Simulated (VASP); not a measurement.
# MgO (F-43m) in VASP: G0W0 quasiparticle levels with PBE

Aim: the G0W0 quasiparticle levels of MgO with PBE.

All numbers are computed with VASP 6.6.1; they aren't measurements. Logs are shortened: lines on timing, memory, paths and dates and some standing lists are left out, and cuts for length are marked.

## Step 1: The cell of the first run

The structure is cubic, space group F-43m (No. 216). Conventional cell: a = 4.564 Å, b = 4.564 Å, c = 4.564 Å, α = 90.00°, β = 90.00°, γ = 90.00°. Mg (site symmetry -43m) has 4 O at 1.98 Å within 2.6 Å. O (site symmetry -43m) has 4 Mg at 1.98 Å within 2.6 Å.

## Step 2: G0W0 quasiparticle levels, PBE

Contents of POSCAR:

```
MgO
1.0
    0.0000000000      2.2820056617      2.2820056617
    2.2820056617      0.0000000000      2.2820056617
    2.2820056617      2.2820056617      0.0000000000
Mg O
1 1
Direct
    0.0000000000      0.0000000000      0.0000000000
    0.2500000000      0.2500000000      0.2500000000
```

Contents of INCAR.step1:

```
PREC = Accurate
ENCUT = 500
EDIFF = 1E-8
ISMEAR = 0
SIGMA = 0.01
LREAL = False
LASPH = True
NELM = 80
ALGO = Normal
LWAVE = True
LCHARG = False
GGA = PE
```

Contents of INCAR.step2:

```
PREC = Accurate
ENCUT = 500
EDIFF = 1E-8
ISMEAR = 0
SIGMA = 0.01
LREAL = False
LASPH = True
NELM = 1
ALGO = Exact
LWAVE = True
LCHARG = False
GGA = PE
NBANDS = 42
LOPTICS = True
ISTART = 1
```

Contents of INCAR.step3:

```
PREC = Accurate
ENCUT = 500
EDIFF = 1E-8
ISMEAR = 0
SIGMA = 0.01
LREAL = False
LASPH = True
ALGO = EVGW0
LWAVE = False
LCHARG = False
GGA = PE
NELMGW = 1
NBANDS = 42
ENCUTGW = 80.0
NOMEGA = 48
PRECFOCK = Fast
ISTART = 1
NBANDSGW = 12
```

Contents of KPOINTS:

```
Automatic mesh
0
Gamma
  6 6 6
```

Potentials or basis: VASP PAW PBE potentials, release 64 (Mg_GW, O_GW).

Started as:

```bash
cat potpaw_PBE.64/Mg_GW/POTCAR potpaw_PBE.64/O_GW/POTCAR > POTCAR
cp INCAR.step1 INCAR
mpirun -np 1 vasp_std > vasp.out
cp INCAR.step2 INCAR
mpirun -np 1 vasp_std > vasp.out
cp INCAR.step3 INCAR
mpirun -np 1 vasp_std > vasp.out
```

OUTCAR:

```text
PREC = Accurate
   ENCUT = 500
   EDIFF = 1E-8
   ISMEAR = 0
   LREAL = False
   LASPH = True
   GGA = PE
   NELMGW = 1
   ENCUTGW = 80.0
   PRECFOCK = Fast
   ISTART = 1

 ion  position               nearest neighbor table
   1  0.000  0.000  0.000-   2 1.98   2 1.98   2 1.98   2 1.98
   2  0.250  0.250  0.250-   1 1.98   1 1.98   1 1.98   1 1.98

  LATTYP: Found a face centered cubic cell.
 ALAT       =     4.5640113234

  Lattice vectors:

 A1 = (   0.0000000000,   2.2820056617,   2.2820056617)
 A2 = (   2.2820056617,   0.0000000000,   2.2820056617)
 A3 = (   2.2820056617,   2.2820056617,   0.0000000000)

Analysis of symmetry for initial positions (statically):
=====================================================================
 Subroutine PRICEL returns:
 Original cell was already a primitive cell.

 Routine SETGRP: Setting up the symmetry group for a
 face centered cubic supercell.

 Subroutine GETGRP returns: Found 24 space group operations
 (whereof 24 operations were pure point group operations)
 out of a pool of 48 trial point group operations.

The static configuration has the point symmetry T_d .

Analysis of symmetry for dynamics (positions and initial velocities):
=====================================================================
 Subroutine PRICEL returns:
 Original cell was already a primitive cell.

 Routine SETGRP: Setting up the symmetry group for a
 face centered cubic supercell.

 Subroutine GETGRP returns: Found 24 space group operations
 (whereof 24 operations were pure point group operations)
 out of a pool of 48 trial point group operations.

The dynamic configuration has the point symmetry T_d .

 Subroutine INISYM returns: Found 24 space group operations
 (whereof 24 operations are pure point group operations),
 and found     1 'primitive' translations

----------------------------------------------------------------------------------------

                                     Primitive cell

  volume of cell :      23.7673

  direct lattice vectors                    reciprocal lattice vectors
     0.000000000  2.282005662  2.282005662    -0.219105504  0.219105504  0.219105504
     2.282005662  0.000000000  2.282005662     0.219105504 -0.219105504  0.219105504
     2.282005662  2.282005662  0.000000000     0.219105504  0.219105504 -0.219105504

  length of vectors
     3.227243356  3.227243356  3.227243356     0.379501865  0.379501865  0.379501865

  position of ions in fractional coordinates (direct lattice)
     0.000000000  0.000000000  0.000000000
     0.250000000  0.250000000  0.250000000

  ion indices of the primitive-cell ions
   primitive index   ion index
                 1           1
                 2           2

----------------------------------------------------------------------------------------

 KPOINTS: Automatic mesh

Automatic generation of k-mesh.
 Grid dimensions read from file:
 generate k-points for:    6    6    6

 Generating k-lattice:

  Cartesian coordinates                     Fractional coordinates (reciprocal lattice)
    -0.036517584  0.036517584  0.036517584     0.166666667  0.000000000  0.000000000
     0.036517584 -0.036517584  0.036517584     0.000000000  0.166666667  0.000000000
     0.036517584  0.036517584 -0.036517584     0.000000000  0.000000000  0.166666667

  Length of vectors
     0.063250311  0.063250311  0.063250311

  Shift w.r.t. Gamma in fractional coordinates (k-lattice)
     0.000000000  0.000000000  0.000000000

 Subroutine IBZKPT returns following result:
 ===========================================

 Found     16 irreducible k-points:

 Following reciprocal coordinates:
            Coordinates               Weight
  0.000000  0.000000  0.000000      1.000000
  0.166667  0.000000  0.000000      8.000000
  0.333333  0.000000  0.000000      8.000000
  0.500000  0.000000  0.000000      4.000000
  0.166667  0.166667  0.000000      6.000000
  0.333333  0.166667  0.000000     24.000000
[... 8 lines left out ...]
 -0.333333  0.333333  0.166667     24.000000
 -0.333333  0.500000  0.166667     12.000000
   k-points           NKPTS =     16   k-points in BZ     NKDIM =    216   number of bands    NBANDS=     42
   number of dos      NEDOS =    301   number of ions     NIONS =      2
   total plane-waves  NPLWV =  13824
   dimension x,y,z NGX =    24 NGY =   24 NGZ =   24
   dimension x,y,z NGXF=    48 NGYF=   48 NGZF=   48
   ions per type =               1   1
   NGX,Y,Z   is equivalent  to a cutoff of  12.36, 12.36, 12.36 a.u.
   NGXF,Y,Z  is equivalent  to a cutoff of  24.73, 24.73, 24.73 a.u.
 SYSTEM =  unknown system
   PREC   = accura    normal or accurate (medium, high low for compatibility)
   ISTART =      1    job   : 0-new  1-cont  2-samecut
   ICHARG =      0    charge: 1-file 2-atom 10-const
   ISPIN  =      1    spin polarized calculation?
   LNONCOLLINEAR =      F non collinear calculations
   LSORBIT =      F    spin-orbit coupling
   LASPH  =      T    aspherical Exc in radial PAW
   ENCUT  =  500.0 eV  36.75 Ry    6.06 a.u.   5.88  5.88  5.88*2*pi/ulx,y,z
   NELM   =     60;   NELMIN=  2; NELMDL=  0     # of ELM steps
   EDIFF  = 0.1E-07   stopping-criterion for ELM
   LREAL  =      F    real-space projection
   EDIFFG = 0.1E-06   stopping-criterion for IOM
   NSW    =      0    number of steps for IOM
   IBRION =     -1    ionic relax: 0-MD 1-quasi-New 2-CG
   NFREE  =      0    steps in history (QN), initial steepest desc. (CG)
   ISIF   =      0    stress and relaxation
   ISYM   =      3    0-nonsym 1-usesym 2-fastsym
   POTIM  = 0.5000    time-step for ionic-motion
   TEBEG  =    0.0;   TEEND  =   0.0 temperature during run
   PSTRESS=    0.0 pullay stress
   NELECT =       8.0000    total number of electrons
   NUPDOWN=      -1.0000    fix difference up-down
   EMIN   =  10.00;   EMAX   =-10.00  energy-range for DOS
   EFERMI =   0.00;   METHOD = LEGACY
   ISMEAR =     0;   SIGMA  =   0.01  broadening in eV -4-tet -1-fermi 0-gaus
   EFERMI_NEDOS =   21; number of points for ismear=-14 and -15
   IALGO  =     38    algorithm
   IMIX   =      4    mixing-type and parameters
     AMIX     =   0.40;   BMIX     =  1.00
     AMIX_MAG =   1.60;   BMIX_MAG =  1.00
  volume/ion in A,a.u.               =      11.88        80.19
  Fermi-wavevector in a.u.,A,eV,Ry     =   1.138793  2.152007 17.644708  1.296849
  Thomas-Fermi vector in A             =   2.275497
   LORBIT       =      0    0 simple, 1 ext, 2 COOP (PROOUT), +10 PAW based schemes
   GGA     = PE    functional components
   LHFCALC =     T    Hartree Fock is set to
   PRECFOCK=fast      Normal, Fast or Accurate (Low or Medium for compatibility)
   ENCUT4O =  -1.0   cutoff for four orbital integrals eV
   NKREDX  =     1    reduce k-point grid by
   NKREDY  =     1    reduce k-point grid by
   NKREDZ  =     1    reduce k-point grid by
   AEXX    =    1.0000 exact exchange contribution
   HFSCREEN=    0.0000 screening length (either q_TF or 0.3 A-1)
   HFSCREENC=   0.0000 screening length for correlation (either q_TF or 0.3 A-1)
   ENCUTFOCK=  -1.0 apply spherical cutoff to Coloumb kernel
   IVDW    =     0    specifies the selected vdW correction
   LEPSILON=     F    determine dielectric tensor
   LRPA    =     F    only Hartree local field effects (RPA)
   LRPAFORCE           =     F    calculate RPA forces
   ENCUTGW             =  80.0    cutoff for response function in eV
   ENCUTGWSOFT         =  64.0    soft cutoff for Coulomb kernel in GW response function in eV
   ENCUTLF             =  -1.0    cutoff for local field effects
   NELMGW              =     1    number of iterations in solving QP/BSE equation
   NELMHF              =     1    number of iterations in the inner HF iteration
   NKREDLFX            =     1    NKREDLFY  =   1   NKREDLFZ  =   1
 non-spin polarized calculation
 Gauss-broadening in eV      SIGMA  =   0.01
  energy-cutoff  :      500.00
  volume of cell :       23.77
 maximum number of plane-waves:       620
  NGX = 14; NGY = 14; NGZ = 14
   NGX = 11   NGY = 11   NGZ = 11
 maximum number of plane-waves:        51
 NGX is ok and might be reduce to    12

 QP shifts <psi_nk| G(iteration)W_0 |psi_nk>: iteration 1
 for sc-GW calculations column KS-energies equals QP-energies in previous step
 and V_xc(KS)=  KS-energies - (<T + V_ion + V_H > + <T+V_H+V_ion>^1  + <V_x>^1)

 k-point   1 :       0.0000    0.0000    0.0000
  band No.  KS-energies  QP-energies   sigma(KS)   V_xc(KS)     V^pw_x(r,r')   Z            occupation Imag(sigma)

      1     -15.1238     -17.2233     -21.5844     -18.5793     -30.2539       0.6987       2.0000       1.0997
      2       0.7826      -0.2990     -20.4188     -18.9904     -24.6453       0.7572       2.0000       0.0997
      3       0.7826      -0.2990     -20.4188     -18.9904     -24.6453       0.7572       2.0000       0.0997
      4       0.7826      -0.2990     -20.4188     -18.9904     -24.6453       0.7572       2.0000       0.0997
      5       4.4265       5.2674      -8.8256      -9.8352      -5.8718       0.8329       0.0000      -0.0618
      6      17.5611      18.9860      -6.7776      -8.5466      -2.6379       0.8055       0.0000      -0.1599
      7      17.5611      18.9860      -6.7776      -8.5466      -2.6379       0.8055       0.0000      -0.1599
      8      17.5611      18.9860      -6.7776      -8.5466      -2.6379       0.8055       0.0000      -0.1599
      9      21.1094      22.6321      -6.9144      -8.7929      -2.6312       0.8106       0.0000      -0.3035
     10      21.1094      22.6321      -6.9144      -8.7929      -2.6312       0.8106       0.0000      -0.3035
     11      21.1908      22.1421      -7.0575      -8.2860      -2.0405       0.7744       0.0000      -0.6230
     12      21.1908      22.1421      -7.0575      -8.2860      -2.0405       0.7744       0.0000      -0.6230

 k-point   2 :       0.1667    0.0000    0.0000
  band No.  KS-energies  QP-energies   sigma(KS)   V_xc(KS)     V^pw_x(r,r')   Z            occupation Imag(sigma)
[... 225 lines left out ...]
      1     -14.2533     -16.2820     -22.7211     -19.7663     -31.3011       0.6866       2.0000       0.9097
      2      -1.3413      -2.7991     -17.9001     -15.9276     -22.1687       0.7390       2.0000       0.1377
      3      -0.4528      -1.7942     -18.9065     -17.1134     -23.1649       0.7481       2.0000       0.1186
      4      -0.1921      -1.5123     -18.8807     -17.1259     -23.0422       0.7523       2.0000       0.1114
      5       8.0705       9.0377      -7.6113      -8.7958      -4.2299       0.8165       0.0000      -0.0810
      6      12.3678      13.7421      -9.3007     -11.0306      -5.5559       0.7945       0.0000      -0.1266
      7      14.7197      16.6171      -9.8414     -12.2504      -5.7334       0.7876       0.0000      -0.2015
      8      15.3464      16.6383      -7.8233      -9.4359      -3.4132       0.8011       0.0000      -0.2891
      9      19.2544      20.6460      -7.5722      -9.3599      -2.8704       0.7784       0.0000      -0.3926
     10      23.5427      24.9692      -6.7638      -8.5163      -2.0012       0.8140       0.0000      -0.5638
     11      24.6213      26.6463      -8.5175     -10.8843      -3.6848       0.8556       0.0000      -0.8783
     12      27.5760      29.7777      -8.4293     -11.1281      -3.5432       0.8158       0.0000      -0.8487
```

Run time: 2.8 min. Hardware: 1 thread of Intel Xeon 8259CL, shared host; peak memory 0.27 GiB.

Results:

```yaml
Band_gap_on_the_k_mesh_mean-field_level: 3.64 eV, direct
Quasiparticle_gap: 5.57 eV
Least_direct_quasiparticle_gap: 5.57 eV
```

Caveat: bands, screening cutoff and mesh are small and nothing is extrapolated, so the quasiparticle values aren't converged.
